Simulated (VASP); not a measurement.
# AlNi3: relaxation of cell and atoms with PBE

Crystal: AlNi3.

```
Al Ni
1.0
    -2.35425    2.35425    2.35425
     2.35425   -2.35425    2.35425
     2.35425    2.35425   -2.35425
Al Ni
1 3
Direct
  0.00000 0.00000 0.00000
  0.00000 0.50000 0.50000
  0.50000 0.00000 0.50000
  0.50000 0.50000 0.00000
```

The cell was generated, and may not be a known phase.

| Quantity | Value |
| --- | --- |
| Program | VASP 6.6.1 |
| Task | relaxation of cell and atoms |
| Functional | PBE |
| Potentials or basis | VASP PAW PBE potentials, release 64 (Al, Ni_sv_GW) |
| Cutoff | 690 eV |
| k mesh | 6 × 6 × 6 |
| Occupations | gaussian, width 0.1 eV |
| Spin | collinear spin, ferrimagnetic start |
| Starting moments | [0.0, 2.0, 2.0, -2.0] μB |
| Dipole correction | no |
| Further INCAR settings | ALGO = Normal; EDIFF = 1e-07; IBRION = 2; EDIFFG = -0.04; NSW = 90; ISIF = 3 |

- Relaxed volume: 13.21 Å³/atom
- Relaxed cell: a = 4.095 Å, b = 4.095 Å, c = 4.095 Å, α = 109.47°, β = 109.47°, γ = 109.47°
- Space group after relaxing (to 0.1 Å): Im-3m (No. 229)
- Energy gained by relaxing: 0.9 meV/atom
- Ionic steps: 3
- Pressure after relaxing: 0.0 GPa
- Net moment: 0.00 μB per cell
- Valence electrons inside the program's atomic spheres: Al 0.80; Ni 16.38

Step by step:
| step | energy change (eV) | largest force (eV/Å) | pressure (GPa) | volume (Å³) |
| --- | --- | --- | --- | --- |
| 1 | 0.0000 | 0.0000 | 1.80 | 52.19 |
| 2 | -0.0021 | 0.0000 | -1.13 | 53.31 |
| 3 | -0.0037 | 0.0000 | -0.01 | 52.86 |

Final structure:
```xyz
4
Lattice="-2.3642 2.3642 2.3642 2.3642 -2.3642 2.3642 2.3642 2.3642 -2.3642" Properties=species:S:1:pos:R:3 pbc="T T T"
Al    0.0000    0.0000    0.0000
Ni    2.3642    0.0000    0.0000
Ni    0.0000    2.3642    0.0000
Ni    0.0000    0.0000    2.3642
```

Levels at points of the mesh, in eV from the Fermi level:
Spin up:
| k point | band 25 | band 26 | band 27 | band 28 | band 29 | band 30 | band 31 | band 32 | band 33 | band 34 |
| --- | --- | --- | --- | --- | --- | --- | --- | --- | --- | --- |
| (0.00, 0.00, 0.00) | -0.04 | -0.04 | -0.04 | 0.94 | 2.42 | 2.42 | 2.42 | 4.87 | 4.87 | 4.87 |
| (0.50, 0.00, 0.00) | -1.02 | -0.73 | -0.44 | -0.28 | -0.18 | 2.18 | 2.66 | 3.24 | 4.04 | 7.77 |
| (0.00, 0.00, 0.50) | -1.02 | -0.73 | -0.44 | -0.28 | -0.18 | 2.18 | 2.66 | 3.24 | 4.04 | 7.77 |
| (0.50, 0.50, 0.50) | -0.83 | -0.83 | -0.83 | -0.06 | -0.06 | -0.06 | 2.44 | 2.50 | 2.50 | 9.60 |
Spin down:
```
           k point  band 25  band 26  band 27  band 28  band 29  band 30  band 31  band 32  band 33  band 34
(0.00, 0.00, 0.00)    -0.04    -0.04    -0.04     0.94     2.42     2.42     2.42     4.87     4.87     4.87
(0.50, 0.00, 0.00)    -1.02    -0.73    -0.44    -0.28    -0.18     2.18     2.66     3.24     4.04     7.77
(0.00, 0.00, 0.50)    -1.02    -0.73    -0.44    -0.28    -0.18     2.18     2.66     3.24     4.04     7.77
(0.50, 0.50, 0.50)    -0.83    -0.83    -0.83    -0.06    -0.06    -0.06     2.44     2.50     2.50     9.60
```

Wall time 15 min on 1 thread of Intel(R) Xeon(R) Platinum 8488C (Sapphire Rapids) (shared host), peak memory 0.34 GiB.

Caveat: the moments typed at the start vanished in this run.
